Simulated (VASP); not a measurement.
# Tl in VASP: a series of runs, part 2 of 3

VASP 6.6.1.

### 4 Single point, PBE

INCAR

```
SYSTEM = Tl
  PREC = Accurate
  ENCUT = 520
  EDIFF = 1E-6
  ISMEAR = -1
  SIGMA = 0.025
  LREAL = .FALSE.
  LASPH = .TRUE.
  NELM = 60
  ALGO = Fast
  ISIF = 2
  LWAVE = .FALSE.
  LCHARG = .FALSE.
  GGA = PE
  NBANDS = 12
```

KPOINTS

```
Automatic mesh
0
G
  8 8 8
  0 0 0
```

POSCAR

```
Tl
1.0
   -1.9559951735      1.9559951735      1.9559951735
    1.9559951735     -1.9559951735      1.9559951735
    1.9559951735      1.9559951735     -1.9559951735
Tl
1
Direct
    0.0000000000      0.0000000000      0.0000000000
```

Potentials or basis: VASP PAW PBE potentials, release 64 (Tl_d).

Launch:

```
> cat potpaw_PBE.64/Tl_d/POTCAR > POTCAR
> mpirun -np 1 vasp_std > vasp.out
```

OUTCAR:

```text
SYSTEM = Tl
   PREC = Accurate
   ENCUT = 520
   EDIFF = 1E-6
   ISMEAR = -1
   LREAL = .FALSE.
   LASPH = .TRUE.
   NELM = 60
   ISIF = 2
   GGA = PE

 ion  position               nearest neighbor table
   1  0.000  0.000  0.000-

  LATTYP: Found a body centered cubic cell.
 ALAT       =     3.9119903470

  Lattice vectors:

 A1 = (  -1.9559951735,   1.9559951735,   1.9559951735)
 A2 = (   1.9559951735,  -1.9559951735,   1.9559951735)
 A3 = (   1.9559951735,   1.9559951735,  -1.9559951735)

Analysis of symmetry for initial positions (statically):
=====================================================================
 Subroutine PRICEL returns:
 Original cell was already a primitive cell.

 Routine SETGRP: Setting up the symmetry group for a
 body centered cubic supercell.

 Subroutine GETGRP returns: Found 48 space group operations
 (whereof 48 operations were pure point group operations)
 out of a pool of 48 trial point group operations.

The static configuration has the point symmetry O_h .

Analysis of symmetry for dynamics (positions and initial velocities):
=====================================================================
 Subroutine PRICEL returns:
 Original cell was already a primitive cell.

 Routine SETGRP: Setting up the symmetry group for a
 body centered cubic supercell.

 Subroutine GETGRP returns: Found 48 space group operations
 (whereof 48 operations were pure point group operations)
 out of a pool of 48 trial point group operations.

The dynamic configuration has the point symmetry O_h .

 Subroutine INISYM returns: Found 48 space group operations
 (whereof 48 operations are pure point group operations),
 and found     1 'primitive' translations

----------------------------------------------------------------------------------------

                                     Primitive cell

  volume of cell :      29.9339

  direct lattice vectors                    reciprocal lattice vectors
    -1.955995174  1.955995174  1.955995174     0.000000000  0.255624353  0.255624353
     1.955995174 -1.955995174  1.955995174     0.255624353  0.000000000  0.255624353
     1.955995174  1.955995174 -1.955995174     0.255624353  0.255624353  0.000000000

  length of vectors
     3.387883020  3.387883020  3.387883020     0.361507426  0.361507426  0.361507426

  position of ions in fractional coordinates (direct lattice)
     0.000000000  0.000000000  0.000000000

  ion indices of the primitive-cell ions
   primitive index   ion index
                 1           1

----------------------------------------------------------------------------------------

 KPOINTS: Automatic mesh

Automatic generation of k-mesh.
 Grid dimensions read from file:
 generate k-points for:    8    8    8

 Generating k-lattice:

  Cartesian coordinates                     Fractional coordinates (reciprocal lattice)
     0.000000000  0.031953044  0.031953044     0.125000000  0.000000000  0.000000000
     0.031953044  0.000000000  0.031953044     0.000000000  0.125000000  0.000000000
     0.031953044  0.031953044  0.000000000     0.000000000  0.000000000  0.125000000

  Length of vectors
     0.045188428  0.045188428  0.045188428

  Shift w.r.t. Gamma in fractional coordinates (k-lattice)
     0.000000000  0.000000000  0.000000000

 Subroutine IBZKPT returns following result:
 ===========================================

 Found     29 irreducible k-points:

 Following reciprocal coordinates:
            Coordinates               Weight
  0.000000  0.000000  0.000000      1.000000
  0.125000  0.000000  0.000000     12.000000
  0.250000  0.000000  0.000000     12.000000
  0.375000  0.000000  0.000000     12.000000
  0.500000  0.000000  0.000000      6.000000
  0.125000  0.125000  0.000000     24.000000
[... 16 lines left out ...]
 -0.250000  0.250000  0.250000      6.000000
 -0.375000  0.375000  0.250000     24.000000
 [... further k-points ...]
   k-points           NKPTS =     29   k-points in BZ     NKDIM =     29   number of bands    NBANDS=     12
   number of dos      NEDOS =    301   number of ions     NIONS =      1
   total plane-waves  NPLWV =  21952
   dimension x,y,z NGX =    28 NGY =   28 NGZ =   28
   dimension x,y,z NGXF=    56 NGYF=   56 NGZF=   56
   ions per type =               1
   NGX,Y,Z   is equivalent  to a cutoff of  13.74, 13.74, 13.74 a.u.
   NGXF,Y,Z  is equivalent  to a cutoff of  27.48, 27.48, 27.48 a.u.
 SYSTEM =  Tl
   PREC   = accura    normal or accurate (medium, high low for compatibility)
   ISTART =      0    job   : 0-new  1-cont  2-samecut
   ICHARG =      2    charge: 1-file 2-atom 10-const
   ISPIN  =      1    spin polarized calculation?
   LNONCOLLINEAR =      F non collinear calculations
   LSORBIT =      F    spin-orbit coupling
   LASPH  =      T    aspherical Exc in radial PAW
   ENCUT  =  520.0 eV  38.22 Ry    6.18 a.u.   6.30  6.30  6.30*2*pi/ulx,y,z
   NELM   =     60;   NELMIN=  2; NELMDL= -5     # of ELM steps
   EDIFF  = 0.1E-05   stopping-criterion for ELM
   LREAL  =      F    real-space projection
   EDIFFG = 0.1E-04   stopping-criterion for IOM
   NSW    =      0    number of steps for IOM
   IBRION =     -1    ionic relax: 0-MD 1-quasi-New 2-CG
   NFREE  =      0    steps in history (QN), initial steepest desc. (CG)
   ISIF   =      2    stress and relaxation
   ISYM   =      2    0-nonsym 1-usesym 2-fastsym
   POTIM  = 0.5000    time-step for ionic-motion
   TEBEG  =    0.0;   TEEND  =   0.0 temperature during run
   PSTRESS=    0.0 pullay stress
   NELECT =      13.0000    total number of electrons
   NUPDOWN=      -1.0000    fix difference up-down
   EMIN   =  10.00;   EMAX   =-10.00  energy-range for DOS
   EFERMI =   0.00;   METHOD = LEGACY
   ISMEAR =    -1;   SIGMA  =   0.03  broadening in eV -4-tet -1-fermi 0-gaus
   EFERMI_NEDOS =   21; number of points for ismear=-14 and -15
   IALGO  =     68    algorithm
   IMIX   =      4    mixing-type and parameters
     AMIX     =   0.40;   BMIX     =  1.00
     AMIX_MAG =   1.60;   BMIX_MAG =  1.00
  volume/ion in A,a.u.               =      29.93       202.00
  Fermi-wavevector in a.u.,A,eV,Ry     =   1.239752  2.342792 20.911953  1.536985
  Thomas-Fermi vector in A             =   2.374222
   LORBIT       =      0    0 simple, 1 ext, 2 COOP (PROOUT), +10 PAW based schemes
   GGA     = PE    functional components
   LHFCALC =     F    Hartree Fock is set to
   AEXX    =    0.0000 exact exchange contribution
   IVDW    =     0    specifies the selected vdW correction
   LEPSILON=     F    determine dielectric tensor
   LRPA    =     F    only Hartree local field effects (RPA)
 non-spin polarized calculation
 RMM-DIIS sequential band-by-band and
  energy-cutoff  :      520.00
  volume of cell :       29.93
 maximum number of plane-waves:       820
 NGX is ok and might be reduce to    28
   NGX = 13   NGY = 13   NGZ = 13

 number of electron      13.0000004 magnetization

 Free energy of the ion-electron system (eV)
  ---------------------------------------------------
  ext. energy  EPLUGINS =         0.00000000
  ---------------------------------------------------
  free energy    TOTEN  =        -2.19598600 eV

  energy without entropy =       -2.19248040  energy(sigma->0) =       -2.19423320

 E-fermi :   6.1039     XC(G=0):  -9.9646

 val. band max:        6.0160503584   @ k =   0.2500   0.2500   0.0000
 cond. band min:       6.1108762752   @ k =  -0.3750   0.3750   0.1250
 fundamental gap:      0.0948259168
 Fermi energy:         6.1039068240

 k-point     1 :       0.0000    0.0000    0.0000
  band No.  band energies     occupation
      1      -5.5049      2.00000
      2      -5.5049      2.00000
      3      -5.5049      2.00000
      4      -5.1185      2.00000
      5      -5.1185      2.00000
      6      -3.6308      2.00000
      7      16.4668      0.00000
      8      16.4668      0.00000
      9      16.4668      0.00000
     10      18.3420      0.00000
     11      18.3420      0.00000
     12      18.3420      0.00000
[... 331 lines left out ...]
 k-point    24 :      -0.3750    0.3750    0.2500
  band No.  band energies     occupation
      1      -5.4984      2.00000
      2      -5.3747      2.00000
      3      -5.3026      2.00000
      4      -5.1834      2.00000
      5      -5.0023      2.00000
      6       0.7139      2.00000
      7       7.0041      0.00000
      8       9.6512      0.00000
      9      10.5654      0.00000
     10      14.2672      0.00000
     11      18.6344      0.00000
     12      21.1129      0.00000

 [... further k-points ...]

------------------------ aborting loop because EDIFF is reached ----------------------------------------

  FORCE on cell =-STRESS in cart. coord.  units (eV):
  Direction    XX          YY          ZZ          XY          YZ          ZX
  --------------------------------------------------------------------------------------
  -------------------------------------------------------------------------------------
  Total        0.3060078      0.3060078      0.3060078      0.0000000      0.0000000     -0.0000000
  in kB       16.3787148     16.3787148     16.3787148      0.0000000      0.0000000     -0.0000000
  external PRESSURE =      16.3787148 kB  Pullay stress =       0.0000000 kB

 VOLUME and BASIS-vectors are now :
 -----------------------------------------------------------------------------
  energy-cutoff  :      520.00
  volume of cell :       29.93
      direct lattice vectors                 reciprocal lattice vectors
    -1.955995174  1.955995174  1.955995174     0.000000000  0.255624353  0.255624353
     1.955995174 -1.955995174  1.955995174     0.255624353  0.000000000  0.255624353
     1.955995174  1.955995174 -1.955995174     0.255624353  0.255624353  0.000000000

 POSITION                                       TOTAL-FORCE (eV/Angst)
 -----------------------------------------------------------------------------------
      0.00000      0.00000      0.00000        -0.000000     -0.000000     -0.000000
 -----------------------------------------------------------------------------------
    total drift:                               -0.000000     -0.000000     -0.000000

  FREE ENERGIE OF THE ION-ELECTRON SYSTEM (eV)
  ---------------------------------------------------
  free  energy   TOTEN  =        -2.1959860020 eV

  energy  without entropy=       -2.1924803968  energy(sigma->0) =       -2.19423320
```

OSZICAR:

```text
N       E                     dE             d eps       ncg     rms          rms(c)
DAV:   1     0.519923941207E+02    0.51992E+02   -0.67465E+03   712   0.946E+02
DAV:   2    -0.160234994992E+01   -0.53595E+02   -0.52644E+02   800   0.216E+02
DAV:   3    -0.221699487033E+01   -0.61464E+00   -0.61418E+00   832   0.210E+01
DAV:   4    -0.221991281716E+01   -0.29179E-02   -0.29178E-02   812   0.165E+00
DAV:   5    -0.221995052778E+01   -0.37711E-04   -0.37710E-04   808   0.181E-01    0.189E+00
RMM:   6    -0.219961920337E+01    0.20331E-01   -0.26423E-02   701   0.132E+00    0.131E+00
RMM:   7    -0.219619062330E+01    0.34286E-02   -0.12581E-02   721   0.993E-01    0.567E-01
RMM:   8    -0.219599606019E+01    0.19456E-03   -0.84310E-04   741   0.240E-01    0.643E-02
RMM:   9    -0.219598656540E+01    0.94948E-05   -0.98028E-05   780   0.916E-02    0.327E-02
RMM:  10    -0.219598586818E+01    0.69723E-06   -0.15843E-05   763   0.392E-02    0.768E-04
RMM:  11    -0.219598600197E+01   -0.13380E-06   -0.23375E-06   562   0.149E-02
   1 F= -.21959860E+01 E0= -.21942332E+01  d E =-.350561E-02
```

Wall time 19 s (1 thread of Intel Xeon 8259CL, shared host); peak memory 0.15 GiB.

What came out:

```
Free energy            : -2.1960 eV
Pressure               : 1.6 GPa
Band gap on the k mesh : zero (an odd number of electrons rules out a gap without spin polarisation)
```

Caveat: spin-orbit coupling is left out, which moves the levels of the heavy elements.

### 5 Single point, PBE

INCAR

```
SYSTEM = Tl
  ALGO = Fast
  EDIFF = 1E-6
  ENCUT = 520
  GGA = PE
  ISIF = 2
  ISMEAR = -1
  LASPH = .True.
  LCHARG = .False.
  LREAL = .False.
  LWAVE = .False.
  NBANDS = 12
  NELM = 80
  PREC = Accurate
  SIGMA = 0.01
```

KPOINTS

```
k-points
0
Gamma
  8 8 8
  0 0 0
```

POSCAR is that of step 4.

Potentials or basis: VASP PAW PBE potentials, release 64 (Tl_d).

Launch:

```
> cat potpaw_PBE.64/Tl_d/POTCAR > POTCAR
> mpirun -np 1 vasp_std > vasp.out
```

OUTCAR:

```text
SYSTEM = Tl
   EDIFF = 1E-6
   ENCUT = 520
   GGA = PE
   ISIF = 2
   ISMEAR = -1
   LASPH = .True.
   LREAL = .False.
   NELM = 80
   PREC = Accurate

 ion  position               nearest neighbor table
   1  0.000  0.000  0.000-

  LATTYP: Found a body centered cubic cell.
 ALAT       =     3.9119903470

  Lattice vectors:

 A1 = (  -1.9559951735,   1.9559951735,   1.9559951735)
 A2 = (   1.9559951735,  -1.9559951735,   1.9559951735)
[... 540 lines left out ...]
     12      21.1128      0.00000

 [... further k-points ...]

------------------------ aborting loop because EDIFF is reached ----------------------------------------

  FORCE on cell =-STRESS in cart. coord.  units (eV):
  Direction    XX          YY          ZZ          XY          YZ          ZX
  --------------------------------------------------------------------------------------
  -------------------------------------------------------------------------------------
  Total        0.3056279      0.3056279      0.3056279      0.0000000     -0.0000000     -0.0000000
  in kB       16.3583778     16.3583778     16.3583778      0.0000000     -0.0000000     -0.0000000
  external PRESSURE =      16.3583778 kB  Pullay stress =       0.0000000 kB

 VOLUME and BASIS-vectors are now :
 -----------------------------------------------------------------------------
  energy-cutoff  :      520.00
  volume of cell :       29.93
      direct lattice vectors                 reciprocal lattice vectors
    -1.955995174  1.955995174  1.955995174     0.000000000  0.255624353  0.255624353
     1.955995174 -1.955995174  1.955995174     0.255624353  0.000000000  0.255624353
     1.955995174  1.955995174 -1.955995174     0.255624353  0.255624353  0.000000000

 POSITION                                       TOTAL-FORCE (eV/Angst)
 -----------------------------------------------------------------------------------
      0.00000      0.00000      0.00000         0.000000      0.000000      0.000000
 -----------------------------------------------------------------------------------
    total drift:                               -0.000000     -0.000000     -0.000000

  FREE ENERGIE OF THE ION-ELECTRON SYSTEM (eV)
  ---------------------------------------------------
  free  energy   TOTEN  =        -2.1940686618 eV

  energy  without entropy=       -2.1928714609  energy(sigma->0) =       -2.19347006
```

It took 18 s on 1 thread of Intel Xeon 8259CL, shared host; peak memory 0.15 GiB.

What came out:

```
Free energy            : -2.1941 eV
Pressure               : 1.6 GPa
Band gap on the k mesh : zero (an odd number of electrons rules out a gap without spin polarisation)
```

Levels at points of the mesh, in eV from the Fermi level:
```tsv
k point	band 3	band 4	band 5	band 6	band 7	band 8	band 9	band 10
(0.00, 0.00, 0.00)	-11.61	-11.23	-11.23	-9.74	10.36	10.36	10.36	12.23
(0.50, 0.00, 0.00)	-11.25	-11.23	-10.97	-5.04	-2.56	5.64	7.01	9.76
(0.50, 0.50, 0.50)	-11.04	-11.04	-11.04	-1.84	1.44	1.44	1.44	6.37
```

Caveat: spin-orbit coupling is left out, which moves the levels of the heavy elements.

(Part 2 of 3 ends here.)

The gap in the log of VASP goes by the Fermi energy; the results here count the filled bands.